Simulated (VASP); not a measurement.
Wanted: the native input for a VASP 6.6.1 run.

```
Task                   : single point
Functional             : PBE
Potentials or basis    : VASP PAW PBE potentials, release 64 (Pb_d, O, B)
Cutoff                 : 520 eV
k mesh                 : 3 × 3 × 3
Occupations            : fermi-dirac, width 0.2111 eV
Spin                   : no spin polarisation
Dipole correction      : no
Further INCAR settings : LREAL = Auto; ALGO = Normal; EDIFF = 1e-07; NBANDS = 71
```

The structure of B6Pb2O11 lies in POSCAR:

```
B6Pb2O11
1.0
    6.3309900000      0.0072040000      0.1511570000
    0.0072040000      6.3010100000      0.0027160000
    0.1511570000      0.0027160000      6.4529720000
Pb O B
2 11 6
Direct
    0.9753627411      0.5720928988      0.5263796878
    0.6780117424      0.3523725000      0.9987239925
    0.0560473657      0.2158285359      0.8590589313
    0.5897746864      0.7505925161      0.4670647869
    0.4940681792      0.1626158875      0.3423652024
    0.4342332054      0.1477406668      0.7437369594
    0.8805442865      0.9547610794      0.2469890729
    0.1612757480      0.0477051579      0.5231061274
    0.1157546101      0.4293101149      0.1877875624
    0.3490327873      0.5607967414      0.7432454867
    0.7920849381      0.6972104511      0.9644995993
    0.7452509822      0.3194145654      0.5681650841
    0.2381022636      0.0346658859      0.1258645473
    0.2822992349      0.0770063134      0.3119275667
    0.2067291861      0.1254198294      0.7082949940
    0.4958473074      0.6696220430      0.6143395151
    0.8474494471      0.8152807420      0.0988517032
    0.5632242921      0.2095005684      0.5913139638
    0.1337331800      0.2407943793      0.0666498103
```

One way to write it, as run:

INCAR

```
PREC = Accurate
ENCUT = 520
EDIFF = 1E-7
ISMEAR = -1
SIGMA = 0.2111
LREAL = Auto
LASPH = True
NELM = 100
ALGO = Normal
ISIF = 2
LWAVE = False
LCHARG = False
GGA = PE
NBANDS = 71
```

KPOINTS

```
regular mesh
0
Gamma
  3 3 3
```

Potentials or basis: VASP PAW PBE potentials, release 64 (Pb_d, O, B).

Launch:

```console
$ cat potpaw_PBE.64/Pb_d/POTCAR potpaw_PBE.64/O/POTCAR potpaw_PBE.64/B/POTCAR > POTCAR
$ mpirun -np 1 vasp_std > vasp.out
```

It gave:

```json
{
 "Pressure": "-1.5 GPa",
 "Largest force": "8.564 eV/Å",
 "Band gap on the k mesh": "3.21 eV (least direct gap 3.23 eV)"
}
```

Caveat: the atoms stand as in a frame of molecular dynamics; spin-orbit coupling is left out, which moves the levels of the heavy elements.

It took 11 min on 1 thread of Intel Xeon 8259CL (shared host), peak memory 0.42 GiB.
